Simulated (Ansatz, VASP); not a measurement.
## One calculation of Sb, two programs

```
Sb
1.0
     3.33385    0.00000    0.00000
     0.00000    3.33385    0.00000
     0.00000    0.00000   25.42950
Sb
5
Cartesian
  0.0000 0.0000 8.2348
  1.6669 1.6669 10.3181
  0.0000 0.0000 12.7147
  1.6669 1.6669 15.1114
  0.0000 0.0000 17.1947
```

Alike in both runs: task single point; functional PBEsol; k mesh 11 × 11 × 1; occupations fermi-dirac, width 0.1 eV; no spin polarisation.

|  | VASP | Ansatz |
| --- | --- | --- |
| version | VASP 6.6.1 | Ansatz 0.2.0 |
| potentials or method | VASP PAW PBE potentials, release 64 (Sb) | PAW with Ansatz's default frozen-core files, scalar-relativistic |
| plane-wave cutoff (eV) | 520 | 420 |
| valence electrons in the cell | 25 | 75 |

```tsv
	VASP	Ansatz	Ansatz less VASP
rms of the force components (eV/Å)	0.006	0.001	-0.0053
```

VASP's potentials were made for PBE, not for PBEsol. Atom by atom the forces differ by 0.007 eV/Å (rms over components). VASP's potentials hold 25 valence electrons a cell and Ansatz's 75, so a difference there can come from the potentials and not from the codes. Ansatz's warnings: structure snapped to symmetry.

Neither program's run includes spin-orbit coupling.
